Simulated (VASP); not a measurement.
# Mo in VASP: single point with PBE

Aim: the single point of Mo with PBE.

All numbers are computed with VASP 6.6.1; they aren't measurements. Logs are shortened: lines on timing, memory, paths and dates and some standing lists are left out, and cuts for length are marked.

### 1 The cell of the first run

The cell holds a slab with vacuum, 14 atoms: a = 2.850 Å, b = 6.980 Å, c = 28.694 Å, α = 90.00°, β = 90.00°, γ = 90.00°.

### 2 Single point, PBE

INCAR reads:

```
ALGO     = Normal         # electronic algorithm
DIPOL    = 0.5 0.5 0.494
EDIFF    = 1E-6           # SCF threshold, eV
ENCUT    = 400            # plane-wave cutoff, eV
GGA      = PE             # functional
GGA_COMPAT= False        
IDIPOL   = 3            
ISIF     = 2              # what is computed and relaxed
ISMEAR   = 0              # smearing method
LASPH    = True           # aspherical terms in the spheres
LCHARG   = False          # write CHGCAR
LDIPOL   = True         
LREAL    = False          # projectors in reciprocal space
LWAVE    = False          # write WAVECAR
NBANDS   = 111            # bands
NELM     = 120            # most SCF steps
NELMDL   = -8           
PREC     = Accurate       # precision mode
SIGMA    = 0.1            # smearing width, eV
```

KPOINTS reads:

```
k-points
0
Gamma
  9 4 1
```

POSCAR reads:

```
Mo
1.0
    2.8496403300      0.0000000000      0.0000000000
    0.0000000000      6.9801647500      0.0000000000
    0.0000000000      0.0000000000     28.6940641578
Mo
14
Direct
    0.5000000000      0.6666666700      0.3136537212
    0.0000000000      0.3333333300      0.3423223810
    0.5000000000      0.0000000000      0.3709910408
    0.0000000000      0.6666666700      0.3996597007
    0.5000000000      0.3333333300      0.4283283605
    0.0000000000      0.0000000000      0.4569970103
    0.5000000000      0.6666666700      0.4856656701
    0.0000000000      0.3672660115      0.5115900328
    0.5000000000      0.0687754647      0.5383176350
    0.0000000000      0.7708834459      0.5636195521
    0.5000000000      0.4650767078      0.5887866281
    0.0000000000      0.1711222193      0.6177615896
    0.5000000000      0.8629040979      0.6407362246
    0.0000000000      0.5749025152      0.6618961041
```

Potentials or basis: VASP PAW PBE potentials, release 64 (Mo_sv).

The run is started by

```sh
> cat potpaw_PBE.64/Mo_sv/POTCAR > POTCAR
> mpirun -np 1 vasp_std > vasp.out
```

OUTCAR:

```text
EDIFF = 1E-6
   ENCUT = 400
   GGA = PE
   ISIF = 2
   ISMEAR = 0
   LASPH = True
   LREAL = False
   NELM = 120
   NELMDL = -8
   PREC = Accurate

 ion  position               nearest neighbor table
   1  0.500  0.667  0.314-   3 2.85   2 2.85   2 2.85   4 2.85   4 2.85
   2  0.000  0.333  0.342-   3 2.85   3 2.85   1 2.85   1 2.85   4 2.85   5 2.85   5 2.85
   3  0.500  0.000  0.371-   6 2.85   6 2.85   2 2.85   2 2.85   4 2.85   4 2.85   1 2.85   5 2.85

   4  0.000  0.667  0.400-   6 2.85   7 2.85   7 2.85   3 2.85   3 2.85   5 2.85   5 2.85   2 2.85
                             1 2.85   1 2.85
   5  0.500  0.333  0.428-   8 2.79   8 2.79   6 2.85   6 2.85   7 2.85   3 2.85   4 2.85   4 2.85
                             2 2.85   2 2.85
   6  0.000  0.000  0.457-   9 2.78   9 2.78   4 2.85   3 2.85   3 2.85   5 2.85   5 2.85   7 2.85
                             7 2.85   8 3.00  10 3.45
   7  0.500  0.667  0.486-   8 2.64   8 2.64  10 2.75  10 2.75   4 2.85   4 2.85   5 2.85   6 2.85
                             6 2.85   9 3.19  11 3.28
   8  0.000  0.367  0.512-   7 2.64   7 2.64   9 2.64   9 2.64  11 2.72  11 2.72   5 2.79   5 2.79
                             6 3.00  10 3.19  12 3.34
   9  0.500  0.069  0.538-  10 2.62  10 2.62   8 2.64   8 2.64   6 2.78   6 2.78  12 2.78  12 2.78
                            11 3.12   7 3.19  13 3.27
  10  0.000  0.771  0.564-   9 2.62   9 2.62  11 2.67  11 2.67  13 2.71  13 2.71   7 2.75   7 2.75
                            14 3.13   8 3.19  12 3.20   6 3.45
  11  0.500  0.465  0.589-  12 2.63  12 2.63  14 2.65  14 2.65  10 2.67  10 2.67   8 2.72   8 2.72
                             9 3.12  13 3.15   7 3.28
  12  0.000  0.171  0.618-  11 2.63  11 2.63  13 2.66  13 2.66   9 2.78   9 2.78  14 3.09  10 3.20
                             8 3.34
  13  0.500  0.863  0.641-  14 2.54  14 2.54  12 2.66  12 2.66  10 2.71  10 2.71  11 3.15   9 3.27

  14  0.000  0.575  0.662-  13 2.54  13 2.54  11 2.65  11 2.65  12 3.09  10 3.13

  LATTYP: Found a simple orthorhombic cell.
 ALAT       =     2.8496403300
 B/A-ratio  =     2.4494897396
 C/A-ratio  =    10.0693634406

  Lattice vectors:

 A1 = (   2.8496403300,   0.0000000000,   0.0000000000)
 A2 = (   0.0000000000,   6.9801647500,   0.0000000000)
 A3 = (   0.0000000000,   0.0000000000,  28.6940641578)

Analysis of symmetry for initial positions (statically):
=====================================================================
 Subroutine PRICEL returns:
 Original cell was already a primitive cell.

 Routine SETGRP: Setting up the symmetry group for a
 simple orthorhombic supercell.

 Subroutine GETGRP returns: Found  2 space group operations
 (whereof  2 operations were pure point group operations)
 out of a pool of  8 trial point group operations.

The static configuration has the point symmetry C_1h.

Analysis of symmetry for dynamics (positions and initial velocities):
=====================================================================
 Subroutine PRICEL returns:
 Original cell was already a primitive cell.

 Routine SETGRP: Setting up the symmetry group for a
 simple orthorhombic supercell.

 Subroutine GETGRP returns: Found  2 space group operations
 (whereof  2 operations were pure point group operations)
 out of a pool of  8 trial point group operations.

The dynamic configuration has the point symmetry C_1h.

 Subroutine INISYM returns: Found  2 space group operations
 (whereof  2 operations are pure point group operations),
 and found     1 'primitive' translations

----------------------------------------------------------------------------------------

                                     Primitive cell

  volume of cell :     570.7525

  direct lattice vectors                    reciprocal lattice vectors
     2.849640330  0.000000000  0.000000000     0.350921479  0.000000000  0.000000000
     0.000000000  6.980164750  0.000000000     0.000000000  0.143263094  0.000000000
     0.000000000  0.000000000 28.694064158     0.000000000  0.000000000  0.034850413

  length of vectors
     2.849640330  6.980164750 28.694064158     0.350921479  0.143263094  0.034850413

  position of ions in fractional coordinates (direct lattice)
     0.500000000  0.666666670  0.313653721
     0.000000000  0.333333330  0.342322381
     0.500000000  0.000000000  0.370991041
     0.000000000  0.666666670  0.399659701
     0.500000000  0.333333330  0.428328360
     0.000000000  0.000000000  0.456997010
     0.500000000  0.666666670  0.485665670
     0.000000000  0.367266011  0.511590033
     0.500000000  0.068775465  0.538317635
     0.000000000  0.770883446  0.563619552
     0.500000000  0.465076708  0.588786628
     0.000000000  0.171122219  0.617761590
     0.500000000  0.862904098  0.640736225
     0.000000000  0.574902515  0.661896104

[... 28 lines left out ...]
     0.038991275  0.000000000  0.000000000     0.111111111  0.000000000  0.000000000
     0.000000000  0.035815774  0.000000000     0.000000000  0.250000000  0.000000000
     0.000000000  0.000000000  0.034850413     0.000000000  0.000000000  1.000000000

  Length of vectors
     0.038991275  0.035815774  0.034850413

  Shift w.r.t. Gamma in fractional coordinates (k-lattice)
     0.000000000  0.000000000  0.000000000

 Subroutine IBZKPT returns following result:
 ===========================================

 Found     15 irreducible k-points:

 Following reciprocal coordinates:
            Coordinates               Weight
  0.000000  0.000000  0.000000      1.000000
  0.111111  0.000000  0.000000      2.000000
  0.222222  0.000000  0.000000      2.000000
  0.333333  0.000000  0.000000      2.000000
  0.444444  0.000000  0.000000      2.000000
  0.000000  0.250000  0.000000      2.000000
  0.111111  0.250000  0.000000      4.000000
  0.222222  0.250000  0.000000      4.000000
  0.333333  0.250000  0.000000      4.000000
  0.444444  0.250000  0.000000      4.000000
  0.000000  0.500000  0.000000      1.000000
  0.111111  0.500000  0.000000      2.000000
  0.222222  0.500000  0.000000      2.000000
  0.333333  0.500000  0.000000      2.000000
  0.444444  0.500000  0.000000      2.000000
   k-points           NKPTS =     15   k-points in BZ     NKDIM =     15   number of bands    NBANDS=    111
   number of dos      NEDOS =    301   number of ions     NIONS =     14
   total plane-waves  NPLWV = 184320
   dimension x,y,z NGX =    20 NGY =   48 NGZ =  192
   dimension x,y,z NGXF=    40 NGYF=   96 NGZF=  384
   ions per type =              14
   NGX,Y,Z   is equivalent  to a cutoff of  11.67, 11.43, 11.12 a.u.
   NGXF,Y,Z  is equivalent  to a cutoff of  23.34, 22.86, 22.25 a.u.
 SYSTEM =  unknown system
   PREC   = accura    normal or accurate (medium, high low for compatibility)
   ISTART =      0    job   : 0-new  1-cont  2-samecut
   ICHARG =      2    charge: 1-file 2-atom 10-const
   ISPIN  =      1    spin polarized calculation?
   LNONCOLLINEAR =      F non collinear calculations
   LSORBIT =      F    spin-orbit coupling
   LASPH  =      T    aspherical Exc in radial PAW
   ENCUT  =  400.0 eV  29.40 Ry    5.42 a.u.   4.65 11.38 46.79*2*pi/ulx,y,z
   NELM   =    120;   NELMIN=  2; NELMDL= -8     # of ELM steps
   EDIFF  = 0.1E-05   stopping-criterion for ELM
   LREAL  =      F    real-space projection
   EDIFFG = 0.1E-04   stopping-criterion for IOM
   NSW    =      0    number of steps for IOM
   IBRION =     -1    ionic relax: 0-MD 1-quasi-New 2-CG
   NFREE  =      0    steps in history (QN), initial steepest desc. (CG)
   ISIF   =      2    stress and relaxation
   ISYM   =      2    0-nonsym 1-usesym 2-fastsym
   POTIM  = 0.5000    time-step for ionic-motion
   TEBEG  =    0.0;   TEEND  =   0.0 temperature during run
   PSTRESS=    0.0 pullay stress
   NELECT =     196.0000    total number of electrons
   NUPDOWN=      -1.0000    fix difference up-down
   EMIN   =  10.00;   EMAX   =-10.00  energy-range for DOS
   EFERMI =   0.00;   METHOD = LEGACY
   ISMEAR =     0;   SIGMA  =   0.10  broadening in eV -4-tet -1-fermi 0-gaus
   EFERMI_NEDOS =   21; number of points for ismear=-14 and -15
   IALGO  =     38    algorithm
   IMIX   =      4    mixing-type and parameters
     AMIX     =   0.40;   BMIX     =  1.00
     AMIX_MAG =   1.60;   BMIX_MAG =  1.00
  volume/ion in A,a.u.               =      40.77       275.12
  Fermi-wavevector in a.u.,A,eV,Ry     =   1.146421  2.166422 17.881890  1.314282
  Thomas-Fermi vector in A             =   2.283106
   LORBIT       =      0    0 simple, 1 ext, 2 COOP (PROOUT), +10 PAW based schemes
   GGA     = PE    functional components
   LHFCALC =     F    Hartree Fock is set to
   AEXX    =    0.0000 exact exchange contribution
   IVDW    =     0    specifies the selected vdW correction
   LEPSILON=     F    determine dielectric tensor
   LRPA    =     F    only Hartree local field effects (RPA)
 non-spin polarized calculation
 Gauss-broadening in eV      SIGMA  =   0.10
  energy-cutoff  :      400.00
  volume of cell :      570.75
 maximum number of plane-waves:     10431
 NGX is ok and might be reduce to    20
   NGX =  9   NGY = 23   NGZ = 93

 dipolmoment           0.000000      0.000000     -1.862390 electrons x Angstroem

 number of electron     196.0000032 magnetization

 dipolmoment           0.000000      0.000000      0.011292 electrons x Angstroem

 Free energy of the ion-electron system (eV)
  ---------------------------------------------------
  ext. energy  EPLUGINS =         0.00000000
  ---------------------------------------------------
  free energy    TOTEN  =      -141.31557118 eV

  energy without entropy =     -141.22125217  energy(sigma->0) =     -141.26841167

 E-fermi :   2.2188     XC(G=0):  -5.9212

 val. band max:        2.2183948818   @ k =   0.4444   0.2500   0.0000
 cond. band min:       2.2242556572   @ k =   0.3333   0.2500   0.0000
 fundamental gap:      0.0058607755
 Fermi energy:         2.2188237807

 k-point     1 :       0.0000    0.0000    0.0000
  band No.  band energies     occupation
      1     -58.8632      2.00000
      2     -58.7075      2.00000
      3     -58.6441      2.00000
      4     -58.6097      2.00000
      5     -58.5753      2.00000
      6     -58.5498      2.00000
[... 1684 lines left out ...]
    109       4.1981      0.00000
    110       4.2262      0.00000
 [bands above 110 left out]

------------------------ aborting loop because EDIFF is reached ----------------------------------------

 vacuum level on the upper side and lower side of the slab       (xc-potential included)        -0.087        -0.187

  FORCE on cell =-STRESS in cart. coord.  units (eV):
  Direction    XX          YY          ZZ          XY          YZ          ZX
  --------------------------------------------------------------------------------------
  -------------------------------------------------------------------------------------
  Total       11.3612931     -5.2675167     -5.9341985      0.0000000      0.8336723      0.0000000
  in kB       31.8926466    -14.7866133    -16.6580770      0.0000000      2.3402281      0.0000000
  external PRESSURE =       0.1493188 kB  Pullay stress =       0.0000000 kB

 VOLUME and BASIS-vectors are now :
 -----------------------------------------------------------------------------
  energy-cutoff  :      400.00
  volume of cell :      570.75
      direct lattice vectors                 reciprocal lattice vectors
     2.849640330  0.000000000  0.000000000     0.350921479  0.000000000  0.000000000
     0.000000000  6.980164750  0.000000000     0.000000000  0.143263094  0.000000000
     0.000000000  0.000000000 28.694064158     0.000000000  0.000000000  0.034850413

 POSITION                                       TOTAL-FORCE (eV/Angst)
 -----------------------------------------------------------------------------------
      1.42482      4.65344      9.00000         0.000000     -0.101524      1.602354
      0.00000      2.32672      9.82262         0.000000      0.461733      0.478601
      1.42482      0.00000     10.64524         0.000000     -0.029840     -0.762601
      0.00000      4.65344     11.46786         0.000000     -0.269458     -0.581147
      1.42482      2.32672     12.29048         0.000000     -0.629531     -0.621513
      0.00000      0.00000     13.11310         0.000000     -0.569508      0.018242
      1.42482      4.65344     13.93572         0.000000      1.151528     -0.207414
      0.00000      2.56358     14.67960         0.000000     -0.013138     -0.005128
      1.42482      0.48006     15.44652         0.000000      0.017640     -0.002886
      0.00000      5.38089     16.17254         0.000000     -0.008313     -0.014482
      1.42482      3.24631     16.89468         0.000000     -0.008009     -0.010081
      0.00000      1.19446     17.72609         0.000000     -0.011443      0.019723
      1.42482      6.02321     18.38533         0.000000      0.043804      0.030197
      0.00000      4.01291     18.99249         0.000000     -0.033940      0.056135
 -----------------------------------------------------------------------------------
    total drift:                                0.000000     -0.000385     -0.000277

  FREE ENERGIE OF THE ION-ELECTRON SYSTEM (eV)
  ---------------------------------------------------
  free  energy   TOTEN  =      -141.3155711772 eV

  energy  without entropy=     -141.2212521710  energy(sigma->0) =     -141.26841167

 vacuum level on the upper side and lower side of the slab         6.321         6.219
```

Wall time 19 min (1 thread of AMD EPYC 9R45 (Zen 5), shared host); peak memory 0.68 GiB.

What came out:

```yaml
Free_energy: -141.3156 eV
Largest_force: 1.606 eV/Å
Band_gap_on_the_k_mesh: zero (bands 98 and 99 overlap by 0.59 eV)
```

Forces in eV/Å, atoms in the order of the input:
```
Mo   0.000 -0.102  1.602
Mo   0.000  0.462  0.479
Mo   0.000 -0.030 -0.763
Mo   0.000 -0.269 -0.581
Mo   0.000 -0.630 -0.622
Mo   0.000 -0.570  0.018
Mo   0.000  1.152 -0.207
Mo   0.000 -0.013 -0.005
Mo   0.000  0.018 -0.003
Mo   0.000 -0.008 -0.014
Mo   0.000 -0.008 -0.010
Mo   0.000 -0.011  0.020
Mo   0.000  0.044  0.030
Mo   0.000 -0.034  0.056
```

Levels at points of the mesh, in eV from the Fermi level:
| k point | band 96 | band 97 | band 98 | band 99 | band 100 | band 101 | band 102 | band 103 |
| --- | --- | --- | --- | --- | --- | --- | --- | --- |
| (0.00, 0.00, 0.00) | -0.30 | -0.21 | -0.14 | -0.13 | -0.06 | -0.03 | 0.06 | 0.24 |
| (0.00, 0.50, 0.00) | -0.21 | -0.18 | -0.05 | -0.04 | 0.17 | 0.23 | 0.25 | 0.44 |
